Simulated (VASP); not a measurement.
# LiTmH4 (Pmn2_1) in VASP: relaxation of cell and atoms with PBE

Aim: the relaxation of cell and atoms of LiTmH4 with PBE.

Program: VASP 6.6.1. These are calculated values, not measurements. Logs are shortened: lines on timing, memory, paths and dates and some standing lists are left out, and cuts for length are marked.

### 1 The cell of the first run

It takes space group Pmn2_1 (No. 31, orthorhombic). Conventional cell: a = 3.431 Å, b = 5.673 Å, c = 6.079 Å, α = 90.00°, β = 90.00°, γ = 90.00°. Within 2.5 Å of Li (site symmetry m) lie 5 H at 1.86 to 2.12 Å. Within 2.8 Å of Tm (site symmetry m) lie 9 H at 2.10 to 2.22 Å. Within 2.5 Å of H (site symmetry m) lie 1 Li at 1.86 Å and 2 Tm at 2.16 Å and 4 H at 2.25 to 2.42 Å. Within 3.0 Å of H (site symmetry m) lie 3 Tm at 2.10 to 2.15 Å and 8 H at 2.30 to 2.60 Å and 3 Li at 2.84 to 2.98 Å. Within 2.7 Å of H (site symmetry m) lie 1 Li at 1.96 Å and 3 Tm at 2.15 to 2.22 Å and 8 H at 2.25 to 2.66 Å. H (site symmetry m) has 3 Li at 2.04 to 2.12 Å and 1 Tm at 2.14 Å and 4 H at 2.56 to 2.60 Å within 2.7 Å.

### 2 Relaxation of cell and atoms, PBE

File INCAR:

```
PREC     = Accurate       # precision mode
ENCUT    = 750            # plane-wave cutoff, eV
EDIFF    = 1E-7           # SCF threshold, eV
ISMEAR   = 0              # smearing method
SIGMA    = 0.02           # smearing width, eV
LREAL    = False          # projectors in reciprocal space
LASPH    = True           # aspherical terms in the spheres
NELM     = 200            # most SCF steps
ALGO     = Normal         # electronic algorithm
ISIF     = 3              # what is computed and relaxed
LWAVE    = False          # write WAVECAR
LCHARG   = False          # write CHGCAR
GGA      = PE             # functional
IBRION   = 2              # ionic algorithm
NSW      = 100            # ionic steps
EDIFFG   = -0.01          # ionic threshold
GGA_COMPAT= False        
NELMIN   = 4            
LMAXMIX  = 6              # l up to which the mixer works
```

File KPOINTS:

```
regular mesh
0
Gamma
  8 6 6
```

File POSCAR:

```
LiTmH4
1.0
    3.4306359274      0.0000000000      0.0000000000
    0.0000000000      5.6728423167      0.0000000000
    0.0000000000      0.0000000000      6.0790344431
Li Tm H
2 2 8
Direct
    0.0000000000      0.5047939772      0.0712790832
    0.5000000000      0.4952060228      0.5712790832
    0.0000000000      0.9630569196      0.7229777234
    0.5000000000      0.0369430804      0.2229777234
    0.5000000000      0.1930417750      0.6898906370
    0.0000000000      0.1317111255      0.4158827768
    0.5000000000      0.8376392217      0.5241415631
    0.0000000000      0.8069582250      0.1898906370
    0.5000000000      0.8682888745      0.9158827768
    0.5000000000      0.4138920806      0.2308457031
    0.0000000000      0.5861079194      0.7308457031
    0.0000000000      0.1623607783      0.0241415631
```

Potentials or basis: VASP PAW PBE potentials, release 64 (Li_sv, Tm_3, H), 4f in core.

On the command line:

```console
> cat potpaw_PBE.64/Li_sv/POTCAR potpaw_PBE.64/Tm_3/POTCAR potpaw_PBE.64/H/POTCAR > POTCAR
> mpirun -np 1 vasp_std > vasp.out
```

OUTCAR:

```text
PREC = Accurate
   ENCUT = 750
   EDIFF = 1E-7
   ISMEAR = 0
   LREAL = False
   LASPH = True
   NELM = 200
   ISIF = 3
   GGA = PE
   IBRION = 2
   NSW = 100
   EDIFFG = -0.01
   NELMIN = 4

 ion  position               nearest neighbor table
   1  0.000  0.505  0.071-
   2  0.500  0.495  0.571-
   3  0.000  0.963  0.723-   6 2.10  11 2.14   9 2.15   9 2.15  12 2.15   5 2.16   5 2.16   7 2.22
                             7 2.22   4 3.52   4 3.52   4 3.52   4 3.52
   4  0.500  0.037  0.223-   9 2.10  10 2.14   6 2.15   6 2.15   7 2.15   8 2.16   8 2.16  12 2.22
                            12 2.22   3 3.52   3 3.52   3 3.52   3 3.52
   5  0.500  0.193  0.690-   3 2.16   3 2.16
   6  0.000  0.132  0.416-   3 2.10   4 2.15   4 2.15
   7  0.500  0.838  0.524-   4 2.15   3 2.22   3 2.22
   8  0.000  0.807  0.190-   4 2.16   4 2.16
   9  0.500  0.868  0.916-   4 2.10   3 2.15   3 2.15
  10  0.500  0.414  0.231-   4 2.14
  11  0.000  0.586  0.731-   3 2.14
  12  0.000  0.162  0.024-   3 2.15   4 2.22   4 2.22

  LATTYP: Found a simple orthorhombic cell.
 ALAT       =     3.4306359274
 B/A-ratio  =     1.6535833113
 C/A-ratio  =     1.7719847200

  Lattice vectors:

 A1 = (   3.4306359274,   0.0000000000,   0.0000000000)
 A2 = (   0.0000000000,   5.6728423167,   0.0000000000)
 A3 = (   0.0000000000,   0.0000000000,   6.0790344431)

Analysis of symmetry for initial positions (statically):
=====================================================================
 Subroutine PRICEL returns:
 Original cell was already a primitive cell.

 Routine SETGRP: Setting up the symmetry group for a
 simple orthorhombic supercell.

 Subroutine GETGRP returns: Found  4 space group operations
 (whereof  2 operations were pure point group operations)
 out of a pool of  8 trial point group operations.

The static configuration has the point symmetry C_1h.
 The point group associated with its full space group is C_2v.

Analysis of symmetry for dynamics (positions and initial velocities):
=====================================================================
 Subroutine PRICEL returns:
 Original cell was already a primitive cell.

 Routine SETGRP: Setting up the symmetry group for a
 simple orthorhombic supercell.

 Subroutine GETGRP returns: Found  4 space group operations
 (whereof  2 operations were pure point group operations)
 out of a pool of  8 trial point group operations.

The dynamic configuration has the point symmetry C_1h.
[... 135 lines left out ...]
   ISMEAR =     0;   SIGMA  =   0.02  broadening in eV -4-tet -1-fermi 0-gaus
   EFERMI_NEDOS =   21; number of points for ismear=-14 and -15
   IALGO  =     38    algorithm
   IMIX   =      4    mixing-type and parameters
     AMIX     =   0.40;   BMIX     =  1.00
     AMIX_MAG =   1.60;   BMIX_MAG =  1.00
  volume/ion in A,a.u.               =       9.86        66.53
  Fermi-wavevector in a.u.,A,eV,Ry     =   1.058737  2.000723 15.251103  1.120924
  Thomas-Fermi vector in A             =   2.194057
   LORBIT       =      0    0 simple, 1 ext, 2 COOP (PROOUT), +10 PAW based schemes
   GGA     = PE    functional components
   LHFCALC =     F    Hartree Fock is set to
   AEXX    =    0.0000 exact exchange contribution
   IVDW    =     0    specifies the selected vdW correction
   LEPSILON=     F    determine dielectric tensor
   LRPA    =     F    only Hartree local field effects (RPA)
 conjugate gradient relaxation of ions
 non-spin polarized calculation
 Gauss-broadening in eV      SIGMA  =   0.02
  energy-cutoff  :      750.00
  volume of cell :      118.31
 maximum number of plane-waves:      5562
 NGX is ok and might be reduce to    32
   NGX = 15   NGY = 25   NGZ = 27

--------------------------------------- Ionic step        1  -------------------------------------------

 number of electron      32.0000004 magnetization

 Free energy of the ion-electron system (eV)
  ---------------------------------------------------
  ext. energy  EPLUGINS =         0.00000000
  ---------------------------------------------------
  free energy    TOTEN  =       -45.96511640 eV

  energy without entropy =      -45.96511640  energy(sigma->0) =      -45.96511640

------------------------ aborting loop because EDIFF is reached ----------------------------------------

  FORCE on cell =-STRESS in cart. coord.  units (eV):
  Direction    XX          YY          ZZ          XY          YZ          ZX
  --------------------------------------------------------------------------------------
  -------------------------------------------------------------------------------------
  Total        0.4892571      0.3027446      0.3203533      0.0000000      0.0000000      0.0000000
  in kB        6.6257909      4.0999354      4.3384023      0.0000000      0.0000000      0.0000000
  external PRESSURE =       5.0213762 kB  Pullay stress =       0.0000000 kB
[... 119 lines left out ...]
  FREE ENERGIE OF THE ION-ELECTRON SYSTEM (eV)
  ---------------------------------------------------
  free  energy   TOTEN  =       -45.9666763239 eV

  energy  without entropy=      -45.9666763239  energy(sigma->0) =      -45.96667632

[... ionic steps 4 to 17 ...]

--------------------------------------- Ionic step       18  -------------------------------------------

 number of electron      32.0000003 magnetization

------------------------ aborting loop because EDIFF is reached ----------------------------------------
[... 87 lines left out ...]
--------------------------------------- Ionic step       20  -------------------------------------------

 number of electron      32.0000003 magnetization

 Free energy of the ion-electron system (eV)
  ---------------------------------------------------
  ext. energy  EPLUGINS =         0.00000000
  ---------------------------------------------------
  free energy    TOTEN  =       -45.96727161 eV

  energy without entropy =      -45.96727161  energy(sigma->0) =      -45.96727161

 E-fermi :   0.4598     XC(G=0):  -9.0145

 val. band max:        0.2681199069   @ k =   0.0000   0.0000   0.0000
 cond. band min:       2.4428884841   @ k =   0.2500   0.5000   0.0000
 fundamental gap:      2.1747685771
 Fermi energy:         0.4597572725

 k-point     1 :       0.0000    0.0000    0.0000
  band No.  band energies     occupation
      1     -44.4385      2.00000
      2     -44.4359      2.00000
      3     -23.6948      2.00000
      4     -23.4360      2.00000
      5     -23.3702      2.00000
      6     -23.2155      2.00000
[... 613 lines left out ...]
     22       6.1986      0.00000
     23       6.2891      0.00000

 [... further k-points ...]
[... 5 lines left out ...]
  --------------------------------------------------------------------------------------
  -------------------------------------------------------------------------------------
  Total       -0.0026525      0.0171120     -0.0153846      0.0000000      0.0000000      0.0000000
  in kB       -0.0356259      0.2298345     -0.2066335      0.0000000      0.0000000      0.0000000
  external PRESSURE =      -0.0041416 kB  Pullay stress =       0.0000000 kB
[... 27 lines left out ...]
  FREE ENERGIE OF THE ION-ELECTRON SYSTEM (eV)
  ---------------------------------------------------
  free  energy   TOTEN  =       -45.9672716147 eV

  energy  without entropy=      -45.9672716147  energy(sigma->0) =      -45.96727161

 reached required accuracy - stopping structural energy minimisation
```

Run time: 70 min. Hardware: 1 thread of Intel Xeon Platinum 8375C at 2.90GHz (Ice Lake), shared host; peak memory 0.55 GiB.

What came out:

```
Free energy                           : -45.9673 eV
Relaxed volume                        : 9.94 Å³/atom
Relaxed cell                          : a = 3.444 Å, b = 5.695 Å, c = 6.083 Å, α = 90.00°, β = 90.00°, γ = 90.00°
Space group after relaxing (to 0.1 Å) : Pmn2_1 (No. 31)
Energy gained by relaxing             : 0.2 meV/atom
Ionic steps                           : 20
Pressure after relaxing               : 0.0 GPa
Largest force after relaxing          : 0.009 eV/Å
Band gap on the k mesh                : 2.17 eV (least direct gap 2.91 eV)
```

Forces on the atoms (eV/Å):
```
Li   0.000  0.005  0.002
Li   0.000 -0.005  0.002
Tm   0.000 -0.002  0.000
Tm   0.000  0.002  0.000
H    0.000  0.001 -0.005
H    0.000 -0.001 -0.009
H    0.000 -0.003  0.009
H    0.000 -0.001 -0.005
H    0.000  0.001 -0.009
H    0.000  0.000  0.003
H    0.000  0.000  0.003
H    0.000  0.003  0.009
```

The path:
```tsv
step	energy change (eV)	largest force (eV/Å)	pressure (GPa)	volume (Å³)
1	0.0000	0.0297	0.50	118.31
2	-0.0013	0.0118	0.18	118.84
3	-0.0016	0.0111	0.01	119.14
4	-0.0016	0.0113	0.00	119.16
5	-0.0016	0.0115	-0.01	119.17
6	-0.0016	0.0111	-0.02	119.18
7	-0.0017	0.0102	-0.02	119.21
8	-0.0017	0.0263	-0.03	119.27
9	-0.0017	0.0250	-0.04	119.27
10	-0.0017	0.0209	-0.03	119.28
11	-0.0018	0.0128	-0.01	119.28
12	-0.0018	0.0147	0.01	119.28
13	-0.0018	0.0125	0.01	119.28
14	-0.0019	0.0111	0.00	119.29
15	-0.0019	0.0105	-0.02	119.31
16	-0.0020	0.0222	-0.04	119.36
17	-0.0020	0.0179	-0.03	119.35
18	-0.0021	0.0100	-0.01	119.31
19	-0.0021	0.0118	0.00	119.29
20	-0.0022	0.0093	0.00	119.29
```

Final structure:
```cif
data_structure
_symmetry_space_group_name_H-M 'P 1'
_symmetry_Int_Tables_number 1
_cell_length_a 3.4436
_cell_length_b 5.6947
_cell_length_c 6.0829
_cell_angle_alpha 90.000
_cell_angle_beta 90.000
_cell_angle_gamma 90.000
_cell_volume 119.29
loop_
_atom_site_label
_atom_site_type_symbol
_atom_site_fract_x
_atom_site_fract_y
_atom_site_fract_z
_atom_site_occupancy
Li1 Li 0.00000 0.50479 0.07197 1
Li2 Li 0.50000 0.49521 0.57197 1
Tm1 Tm 0.00000 0.96221 0.72441 1
Tm2 Tm 0.50000 0.03779 0.22441 1
H1 H 0.50000 0.19185 0.68581 1
H2 H 0.00000 0.12959 0.41652 1
H3 H 0.50000 0.83615 0.52449 1
H4 H 0.00000 0.80815 0.18581 1
H5 H 0.50000 0.87041 0.91652 1
H6 H 0.50000 0.41413 0.23181 1
H7 H 0.00000 0.58587 0.73181 1
H8 H 0.00000 0.16385 0.02449 1
```

Levels at points of the mesh, in eV from the valence-band top:
| k point | band 13 | band 14 | band 15 | band 16 | band 17 | band 18 | band 19 | band 20 |
| --- | --- | --- | --- | --- | --- | --- | --- | --- |
| (0.00, 0.00, 0.00) | -2.36 | -2.12 | -1.71 | 0.00 | 3.21 | 3.72 | 4.27 | 5.10 |
| (0.50, 0.00, 0.00) | -2.28 | -2.28 | -1.75 | -1.75 | 3.41 | 3.41 | 3.90 | 3.90 |
| (0.00, 0.50, 0.00) | -2.22 | -2.08 | -0.66 | -0.17 | 2.90 | 3.75 | 4.69 | 4.74 |
| (0.50, 0.50, 0.00) | -2.59 | -2.59 | -1.51 | -1.51 | 2.90 | 2.90 | 3.93 | 3.93 |
| (0.00, 0.00, 0.50) | -1.96 | -1.96 | -1.02 | -1.02 | 3.92 | 3.92 | 4.93 | 4.93 |
| (0.50, 0.00, 0.50) | -2.37 | -2.37 | -1.84 | -1.84 | 4.00 | 4.00 | 4.13 | 4.13 |
| (0.00, 0.50, 0.50) | -1.38 | -1.38 | -0.69 | -0.69 | 3.26 | 3.26 | 4.87 | 4.87 |
| (0.50, 0.50, 0.50) | -2.39 | -2.39 | -1.89 | -1.89 | 3.29 | 3.29 | 4.34 | 4.34 |

Caveat: spin-orbit coupling is left out, which moves the levels of the heavy elements; the 4f electrons are frozen in the core, so they carry no moment and show no levels. A k mesh can miss the band edges.
